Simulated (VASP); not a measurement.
# Ge2SbO3 (R-3m) in VASP: further runs, part 2 of 2

VASP 6.6.1. Earlier steps stand in the parts before.

### 4 Relaxation of cell and atoms, PBE

This run uses another cell than the first one, of 15.98 Å³/atom.

INCAR reads:

```
  PREC = Accurate
  ENCUT = 600
  EDIFF = 1E-6
  ISMEAR = 0
  SIGMA = 0.1
  LREAL = False
  LASPH = True
  NELM = 100
  ALGO = Normal
  ISIF = 3
  LWAVE = False
  LCHARG = False
  GGA = PE
  IBRION = 2
  NSW = 90
  EDIFFG = -0.04
```

KPOINTS reads:

```
Automatic mesh
0
Gamma
  6 6 6
```

POSCAR reads:

```
Ge2SbO3
1.0
    2.6047373900      1.5038458300      4.0797001500
   -2.6047373900      1.5038458300      4.0797001500
    0.0000000000     -3.0076916700      4.0797001500
Ge Sb O
2 1 3
Direct
    0.6265445900      0.6265445900      0.6265445900
    0.3734554100      0.3734554100      0.3734554100
    0.0000000000      0.0000000000      0.0000000000
    0.0000000000      0.5000000000      0.0000000000
    0.5000000000      0.0000000000      0.0000000000
    0.0000000000      0.0000000000      0.5000000000
```

The run is started by

```console
$ cat potpaw_PBE.64/Ge_d/POTCAR potpaw_PBE.64/Sb/POTCAR potpaw_PBE.64/O/POTCAR > POTCAR
$ mpirun -np 1 vasp_std > vasp.out
```

It took 20 min on 1 thread of Intel Xeon 6975P-C (Granite Rapids), shared host; peak memory 0.32 GiB.

It converged, with:

| Property | Result |
| --- | --- |
| Free energy | -32.6488 eV |
| Relaxed volume | 17.56 Å³/atom |
| Relaxed cell | a = 5.156 Å, b = 5.156 Å, c = 5.156 Å, α = 63.95°, β = 63.95°, γ = 63.95° |
| Space group after relaxing (to 0.1 Å) | R-3m (No. 166) |
| Pressure after relaxing | -0.1 GPa |
| Largest force after relaxing | 0.019 eV/Å |
| Band gap on the k mesh | zero (an odd number of electrons rules out a gap without spin polarisation) |

Forces in eV/Å, atoms in the order of the input:
```
Ge   0.000  0.000 -0.019
Ge   0.000  0.000  0.019
Sb   0.000  0.000  0.000
O    0.000  0.000  0.000
O    0.000  0.000  0.000
O    0.000  0.000  0.000
```

Stress tensor (GPa, compression positive):
```
 0.01  0.00  0.00
 0.00  0.01  0.00
 0.00  0.00 -0.28
```

Final structure:
```yaml
crystal:
  lattice:
    - [2.73065, 1.57654, 4.07983]
    - [-2.73065, 1.57654, 4.07983]
    - [0.00000, -3.15308, 4.07983]
  atoms:
    - { symbol: Ge, position: [0.74383, 0.74383, 0.74383] }
    - { symbol: Ge, position: [0.25617, 0.25617, 0.25617] }
    - { symbol: Sb, position: [0.00000, 0.00000, 0.00000] }
    - { symbol: O, position: [0.00000, 0.50000, 0.00000] }
    - { symbol: O, position: [0.50000, 0.00000, 0.00000] }
    - { symbol: O, position: [0.00000, 0.00000, 0.50000] }
```

Levels at points of the mesh, in eV from the Fermi level:
| k point | band 21 | band 22 | band 23 | band 24 | band 25 | band 26 | band 27 | band 28 | band 29 | band 30 |
| --- | --- | --- | --- | --- | --- | --- | --- | --- | --- | --- |
| (0.00, 0.00, 0.00) | -5.10 | -2.68 | -2.68 | -1.95 | -0.59 | 1.04 | 1.04 | 1.55 | 1.55 | 3.07 |
| (0.50, 0.00, 0.00) | -3.89 | -3.37 | -2.64 | -2.42 | -2.30 | 0.98 | 1.30 | 4.05 | 4.35 | 4.59 |
| (0.50, 0.50, 0.00) | -3.57 | -3.01 | -2.90 | -2.27 | -1.37 | -0.85 | 0.52 | 2.70 | 3.12 | 3.83 |
| (0.50, 0.50, 0.50) | -2.66 | -2.66 | -2.42 | -1.92 | -1.51 | -0.96 | -0.96 | 0.47 | 3.50 | 3.50 |

Caveat: spin-orbit coupling is left out, which moves the levels of the heavy elements; an odd number of electrons without spin polarisation forces a metal; a magnetic or distorted state may lie lower.

### 5 Single point, PBE

INCAR reads:

```
SYSTEM = Ge2SbO3
PREC = Accurate
ENCUT = 520
EDIFF = 1E-7
ISMEAR = 0
SIGMA = 0.1
LREAL = .False.
LASPH = .True.
NELM = 60
ALGO = Normal
ISIF = 2
LWAVE = .False.
LCHARG = .True.
GGA = PE
LELF = .True.
LVHAR = .True.
NBANDS = 34
```

KPOINTS reads:

```
regular mesh
0
Gamma
  12 12 12
  0 0 0
```

POSCAR reads:

```
Ge2SbO3
1.0
    2.7297387729      1.5760154154      4.0875172452
   -2.7297387729      1.5760154154      4.0875172452
    0.0000000000     -3.1520308307      4.0875172452
Ge Sb O
2 1 3
Direct
    0.7441146386      0.7441146386      0.7441146386
    0.2558853614      0.2558853614      0.2558853614
    0.0000000000      0.0000000000      0.0000000000
    0.0000000000      0.5000000000      0.0000000000
    0.5000000000      0.0000000000      0.0000000000
    0.0000000000      0.0000000000      0.5000000000
```

Potentials or basis: VASP PAW PBE potentials, release 64 (Ge_d, Sb, O).

The run is started by

```console
$ cat potpaw_PBE.64/Ge_d/POTCAR potpaw_PBE.64/Sb/POTCAR potpaw_PBE.64/O/POTCAR > POTCAR
$ mpirun -np 1 vasp_std > vasp.out
```

OUTCAR:

```text
SYSTEM = Ge2SbO3
   PREC = Accurate
   ENCUT = 520
   EDIFF = 1E-7
   ISMEAR = 0
   LREAL = .False.
   LASPH = .True.
   NELM = 60
   ISIF = 2
   GGA = PE

 ion  position               nearest neighbor table
   1  0.744  0.744  0.744-   4 1.92   5 1.92   6 1.92   3 3.14   3 3.29   3 3.29   3 3.29
   2  0.256  0.256  0.256-   4 1.92   5 1.92   6 1.92   3 3.14   3 3.29   3 3.29   3 3.29
   3  0.000  0.000  0.000-   6 2.58   6 2.58   4 2.58   5 2.58   4 2.58   5 2.58   1 3.14   2 3.14
                             2 3.29   1 3.29   2 3.29   1 3.29   2 3.29   1 3.29
   4  0.000  0.500  0.000-   1 1.92   2 1.92   3 2.58   3 2.58
   5  0.500  0.000  0.000-   1 1.92   2 1.92   3 2.58   3 2.58
   6  0.000  0.000  0.500-   1 1.92   2 1.92   3 2.58   3 2.58

  LATTYP: Found a trigonal (rhomboedric) cell.
 ALAT       =     5.1616950305
 COS(alpha) =     0.4406450449

  Lattice vectors:

 A1 = (   2.7297387729,   1.5760154154,   4.0875172452)
 A2 = (  -2.7297387729,   1.5760154154,   4.0875172452)
 A3 = (   0.0000000000,  -3.1520308307,   4.0875172452)

Analysis of symmetry for initial positions (statically):
=====================================================================
[... 185 lines left out ...]
 Fermi energy:         4.6503250129

 k-point     1 :       0.0000    0.0000    0.0000
  band No.  band energies     occupation
      1     -20.4029      2.00000
      2     -20.4029      2.00000
      3     -20.3060      2.00000
      4     -20.3060      2.00000
      5     -20.2360      2.00000
      6     -20.2360      2.00000
[... 877 lines left out ...]
     33      10.4822      0.00000
     34      11.4134      0.00000

 [... further k-points ...]

------------------------ aborting loop because EDIFF is reached ----------------------------------------

  FORCE on cell =-STRESS in cart. coord.  units (eV):
  Direction    XX          YY          ZZ          XY          YZ          ZX
  --------------------------------------------------------------------------------------
  -------------------------------------------------------------------------------------
  Total       -0.0954723     -0.0954723     -0.1757220      0.0000000     -0.0000000      0.0000000
  in kB       -1.4497579     -1.4497579     -2.6683590      0.0000000     -0.0000000      0.0000000
  external PRESSURE =      -1.8559583 kB  Pullay stress =       0.0000000 kB

 VOLUME and BASIS-vectors are now :
 -----------------------------------------------------------------------------
  energy-cutoff  :      520.00
  volume of cell :      105.51
      direct lattice vectors                 reciprocal lattice vectors
     2.729738773  1.576015415  4.087517245     0.183167710  0.105751927  0.081549095
    -2.729738773  1.576015415  4.087517245    -0.183167710  0.105751927  0.081549095
     0.000000000 -3.152030831  4.087517245     0.000000000 -0.211503853  0.081549095

 POSITION                                       TOTAL-FORCE (eV/Angst)
 -----------------------------------------------------------------------------------
      0.00000      0.00000      9.12474         0.000000     -0.000000     -0.033063
      0.00000      0.00000      3.13781         0.000000      0.000000      0.033063
      0.00000      0.00000      0.00000         0.000000      0.000000     -0.000000
     -1.36487      0.78801      2.04376        -0.000000      0.000000     -0.000000
      1.36487      0.78801      2.04376        -0.000000      0.000000     -0.000000
      0.00000     -1.57602      2.04376        -0.000000      0.000000     -0.000000
 -----------------------------------------------------------------------------------
    total drift:                                0.000000     -0.000000      0.000000

  FREE ENERGIE OF THE ION-ELECTRON SYSTEM (eV)
  ---------------------------------------------------
  free  energy   TOTEN  =       -32.6467611496 eV

  energy  without entropy=      -32.6410245706  energy(sigma->0) =      -32.64389286
```

OSZICAR:

```text
N       E                     dE             d eps       ncg     rms          rms(c)
DAV:   1     0.567431394898E+03    0.56743E+03   -0.23783E+04 16022   0.303E+03
DAV:   2     0.683769078109E+02   -0.49905E+03   -0.47180E+03 13836   0.807E+02
DAV:   3    -0.315101558379E+02   -0.99887E+02   -0.97710E+02 15468   0.206E+02
DAV:   4    -0.380992900918E+02   -0.65891E+01   -0.65431E+01 14718   0.647E+01
DAV:   5    -0.382848208945E+02   -0.18553E+00   -0.18515E+00 15650   0.107E+01    0.141E+01
DAV:   6    -0.327486483039E+02    0.55362E+01   -0.22508E+01 19176   0.520E+01    0.608E+00
DAV:   7    -0.326961040347E+02    0.52544E-01   -0.26039E+00 13800   0.985E+00    0.289E+00
DAV:   8    -0.326583787442E+02    0.37725E-01   -0.36047E-01 18346   0.413E+00    0.930E-01
DAV:   9    -0.326463465906E+02    0.12032E-01   -0.44629E-02 20232   0.210E+00    0.232E-01
DAV:  10    -0.326468426196E+02   -0.49603E-03   -0.95627E-03 14888   0.641E-01    0.117E-01
DAV:  11    -0.326467045472E+02    0.13807E-03   -0.95087E-04 16278   0.247E-01    0.422E-02
DAV:  12    -0.326467902404E+02   -0.85693E-04   -0.38177E-04 14684   0.149E-01    0.440E-02
DAV:  13    -0.326467607692E+02    0.29471E-04   -0.10411E-04 19330   0.696E-02    0.575E-03
DAV:  14    -0.326467612862E+02   -0.51695E-06   -0.10848E-05 13476   0.288E-02    0.361E-03
DAV:  15    -0.326467612292E+02    0.56937E-07   -0.12281E-06 16622   0.829E-03    0.233E-03
DAV:  16    -0.326467611496E+02    0.79663E-07   -0.27468E-07 10264   0.385E-03
   1 F= -.32646761E+02 E0= -.32643893E+02  d E =-.573658E-02
```

Run time: 5.8 min. Hardware: 1 thread of Intel Xeon 6975P-C (Granite Rapids), shared host; peak memory 0.68 GiB.

What came out:

```
Free energy            : -32.6468 eV
Pressure               : -0.2 GPa
Largest force          : 0.033 eV/Å
Band gap on the k mesh : zero (an odd number of electrons rules out a gap without spin polarisation)
```

Forces on the atoms (eV/Å):
```
Ge   0.000  0.000 -0.033
Ge   0.000  0.000  0.033
Sb   0.000  0.000  0.000
O    0.000  0.000  0.000
O    0.000  0.000  0.000
O    0.000  0.000  0.000
```

Caveat: spin-orbit coupling is left out, which moves the levels of the heavy elements; an odd number of electrons without spin polarisation forces a metal; a magnetic or distorted state may lie lower.

### 6 Summary

```tsv
task	cell	k mesh	cutoff (eV)	gap on the mesh (eV)	pressure (GPa)	largest force (eV/Å)
single point	a = 5.158 Å, angles 63.9°, 6 atoms, atomic positions A	6 × 6 × 6	520	none	0.0	0.03
single point	a = 5.069 Å, angles 61.8°, 6 atoms, atomic positions B	6 × 6 × 6	520	none	-10.2	0.36
relaxation of cell and atoms	relaxed from a = 5.069 Å, angles 61.8°, 6 atoms, atomic positions B	6 × 6 × 6	600	none	-0.1	0.02
single point	a = 5.162 Å, angles 63.9°, 6 atoms, atomic positions C	12 × 12 × 12	520	none	-0.2	0.03
```

Alike in all rows: level PBE; potentials or basis VASP PAW PBE potentials, release 64 (Ge_d, Sb, O); no spin polarisation; smearing gaussian 0.1 eV.

Caveats: spin-orbit coupling is left out, which moves the levels of the heavy elements; an odd number of electrons without spin polarisation forces a metal; a magnetic or distorted state may lie lower; the stress differs along the axes, from -25 to -3 GPa (at least some runs).

Total energies depend on the potentials used, so only differences within one code and one set of settings carry meaning.
